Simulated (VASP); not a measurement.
# Al in VASP: single point with PBE

Aim: the single point of Al with PBE.

Everything below comes from runs of VASP 6.6.1. Logs are shortened: lines on timing, memory, paths and dates and some standing lists are left out, and cuts for length are marked.

## 1. The cell of the first run

The cell holds a sublattice, 2 atoms: a = 4.046 Å, b = 4.046 Å, c = 4.046 Å, α = 119.77°, β = 119.77°, γ = 90.41°.

## 2. Single point, PBE

INCAR

```
SYSTEM = Al
PREC = Accurate
ENCUT = 520
EDIFF = 1E-6
ISMEAR = 0
SIGMA = 0.1
LREAL = .FALSE.
LASPH = .TRUE.
NELM = 100
ALGO = Normal
ISIF = 2
LWAVE = .FALSE.
LCHARG = .TRUE.
GGA = PE
LELF = .TRUE.
LVHAR = .TRUE.
NBANDS = 10
```

KPOINTS

```
Automatic mesh
0
G
  12 12 12
  0 0 0
```

POSCAR

```
Al
1.0
   -2.0303375000      2.0303375000      2.8510940000
    2.0303375000     -2.0303375000      2.8510940000
    2.0303375000      2.0303375000     -2.8510940000
Al
2
Direct
    0.7500000000      0.2500000000      0.5000000000
    0.2500000000      0.7500000000      0.5000000000
```

Potentials or basis: VASP PAW PBE potentials, release 64 (Al).

Run with:

```
$ cat potpaw_PBE.64/Al/POTCAR > POTCAR
$ mpirun -np 1 vasp_std > vasp.out
```

OUTCAR:

```text
SYSTEM = Al
   PREC = Accurate
   ENCUT = 520
   EDIFF = 1E-6
   ISMEAR = 0
   LREAL = .FALSE.
   LASPH = .TRUE.
   NELM = 100
   ISIF = 2
   GGA = PE

 ion  position               nearest neighbor table
   1  0.750  0.250  0.500-   2 2.85   2 2.85   2 2.87   2 2.87   2 2.87   2 2.87
   2  0.250  0.750  0.500-   1 2.85   1 2.85   1 2.87   1 2.87   1 2.87   1 2.87

  LATTYP: Found a body centered tetragonal cell.
 ALAT       =     4.0606750000
 C/A-ratio  =     1.4042463384

  Lattice vectors:

 A1 = (  -2.0303375000,   2.0303375000,   2.8510940000)
 A2 = (   2.0303375000,  -2.0303375000,   2.8510940000)
 A3 = (   2.0303375000,   2.0303375000,  -2.8510940000)

Analysis of symmetry for initial positions (statically):
=====================================================================
 Subroutine PRICEL returns following result:

  LATTYP: Found a simple tetragonal cell.
 ALAT       =     2.8713308287
 C/A-ratio  =     0.9929521083

  Lattice vectors:

 A1 = (   2.0303375000,  -2.0303375000,   0.0000000000)
 A2 = (   2.0303375000,   2.0303375000,   0.0000000000)
 A3 = (   0.0000000000,   0.0000000000,   2.8510940000)

   2 primitive cells build up your supercell.

 Routine SETGRP: Setting up the symmetry group for a
 body centered tetragonal supercell.

 Subroutine GETGRP returns: Found 16 space group operations
 (whereof 16 operations were pure point group operations)
 out of a pool of 16 trial point group operations.

The static configuration has the point symmetry D_4h.

Analysis of symmetry for dynamics (positions and initial velocities):
=====================================================================
 Subroutine PRICEL returns following result:

  LATTYP: Found a simple tetragonal cell.
 ALAT       =     2.8713308287
 C/A-ratio  =     0.9929521083

  Lattice vectors:

 A1 = (   2.0303375000,  -2.0303375000,   0.0000000000)
 A2 = (   2.0303375000,   2.0303375000,   0.0000000000)
 A3 = (   0.0000000000,   0.0000000000,   2.8510940000)

   2 primitive cells build up your supercell.

 Routine SETGRP: Setting up the symmetry group for a
 body centered tetragonal supercell.

 Subroutine GETGRP returns: Found 16 space group operations
 (whereof 16 operations were pure point group operations)
 out of a pool of 16 trial point group operations.

The dynamic configuration has the point symmetry D_4h.
[... 93 lines left out ...]
   LSORBIT =      F    spin-orbit coupling
   LASPH  =      T    aspherical Exc in radial PAW
   ENCUT  =  520.0 eV  38.22 Ry    6.18 a.u.   7.52  7.52  7.52*2*pi/ulx,y,z
   NELM   =    100;   NELMIN=  2; NELMDL= -5     # of ELM steps
   EDIFF  = 0.1E-05   stopping-criterion for ELM
   LREAL  =      F    real-space projection
   EDIFFG = 0.1E-04   stopping-criterion for IOM
   NSW    =      0    number of steps for IOM
   IBRION =     -1    ionic relax: 0-MD 1-quasi-New 2-CG
   NFREE  =      0    steps in history (QN), initial steepest desc. (CG)
   ISIF   =      2    stress and relaxation
   ISYM   =      2    0-nonsym 1-usesym 2-fastsym
   POTIM  = 0.5000    time-step for ionic-motion
   TEBEG  =    0.0;   TEEND  =   0.0 temperature during run
   PSTRESS=    0.0 pullay stress
   NELECT =       6.0000    total number of electrons
   NUPDOWN=      -1.0000    fix difference up-down
   EMIN   =  10.00;   EMAX   =-10.00  energy-range for DOS
   EFERMI =   0.00;   METHOD = LEGACY
   ISMEAR =     0;   SIGMA  =   0.10  broadening in eV -4-tet -1-fermi 0-gaus
   EFERMI_NEDOS =   21; number of points for ismear=-14 and -15
   IALGO  =     38    algorithm
   IMIX   =      4    mixing-type and parameters
     AMIX     =   0.40;   BMIX     =  1.00
     AMIX_MAG =   1.60;   BMIX_MAG =  1.00
  volume/ion in A,a.u.               =      23.51       158.63
  Fermi-wavevector in a.u.,A,eV,Ry     =   0.824244  1.557596  9.243506  0.679379
  Thomas-Fermi vector in A             =   1.935895
   LORBIT       =      0    0 simple, 1 ext, 2 COOP (PROOUT), +10 PAW based schemes
   GGA     = PE    functional components
   LHFCALC =     F    Hartree Fock is set to
   AEXX    =    0.0000 exact exchange contribution
   IVDW    =     0    specifies the selected vdW correction
   LEPSILON=     F    determine dielectric tensor
   LRPA    =     F    only Hartree local field effects (RPA)
 non-spin polarized calculation
 Gauss-broadening in eV      SIGMA  =   0.10
  energy-cutoff  :      520.00
  volume of cell :       47.01
 maximum number of plane-waves:      1293
   NGX = 15   NGY = 15   NGZ = 15

 number of electron       6.0000000 magnetization

 Free energy of the ion-electron system (eV)
  ---------------------------------------------------
  ext. energy  EPLUGINS =         0.00000000
  ---------------------------------------------------
  free energy    TOTEN  =        -6.60595535 eV

  energy without entropy =       -6.60230661  energy(sigma->0) =       -6.60413098

 E-fermi :   4.4008     XC(G=0):  -8.8972

 val. band max:        4.3724457229   @ k =   0.1667   0.1667  -0.0000
 cond. band min:       4.4281471463   @ k =  -0.3333   0.3333   0.0000
 fundamental gap:      0.0557014235
 Fermi energy:         4.4008047920

 k-point     1 :       0.0000    0.0000    0.0000
  band No.  band energies     occupation
      1      -4.3056      2.00000
      2       6.7846      0.00000
      3       6.8673      0.00000
      4       6.8673      0.00000
      5       9.2850      0.00000
      6       9.8965      0.00000
      7       9.8965      0.00000
      8       9.9570      0.00000
      9      11.9856      0.00000
     10      12.0740      0.00000
[... 287 lines left out ...]
 k-point    24 :      -0.4167    0.1667    0.0000
  band No.  band energies     occupation
      1      -2.2765      2.00000
      2       1.2852      2.00000
      3       4.9863      0.00000
      4       5.1489      0.00000
      5       6.2056      0.00000
      6       9.8784      0.00000
      7      10.3633      0.00000
      8      11.6238      0.00000
      9      11.8913      0.00000
     10      15.4885      0.00000

 [... further k-points ...]
[... 5 lines left out ...]
  --------------------------------------------------------------------------------------
  -------------------------------------------------------------------------------------
  Total       -1.8756513     -1.8756513     -1.6859805      0.0000000     -0.0000000      0.0000000
  in kB      -63.9226372    -63.9226372    -57.4586123      0.0000000     -0.0000000      0.0000000
  external PRESSURE =     -61.7679622 kB  Pullay stress =       0.0000000 kB

 VOLUME and BASIS-vectors are now :
 -----------------------------------------------------------------------------
  energy-cutoff  :      520.00
  volume of cell :       47.01
      direct lattice vectors                 reciprocal lattice vectors
    -2.030337500  2.030337500  2.851094000     0.000000000  0.246264476  0.175371279
     2.030337500 -2.030337500  2.851094000     0.246264476  0.000000000  0.175371279
     2.030337500  2.030337500 -2.851094000     0.246264476  0.246264476  0.000000000

 POSITION                                       TOTAL-FORCE (eV/Angst)
 -----------------------------------------------------------------------------------
      0.00000      2.03034      1.42555        -0.000000     -0.000000      0.000000
      2.03034      0.00000      1.42555         0.000000      0.000000     -0.000000
 -----------------------------------------------------------------------------------
    total drift:                               -0.000000     -0.000000      0.000000

  FREE ENERGIE OF THE ION-ELECTRON SYSTEM (eV)
  ---------------------------------------------------
  free  energy   TOTEN  =        -6.6059553514 eV

  energy  without entropy=       -6.6023066066  energy(sigma->0) =       -6.60413098
```

Run time: 23 s. Hardware: 1 thread of Intel Xeon 6975P-C (Granite Rapids), shared host; peak memory 0.2 GiB.

What came out:

```yaml
Free_energy: -6.6060 eV
Pressure: -6.2 GPa
Band_gap_on_the_k_mesh: zero (band 3 reaches 6.95 eV, above the bottom of band 4 at 1.90 eV)
```

Stress tensor (GPa, compression positive):
```
-6.39  0.00  0.00
 0.00 -6.39  0.00
 0.00  0.00 -5.75
```
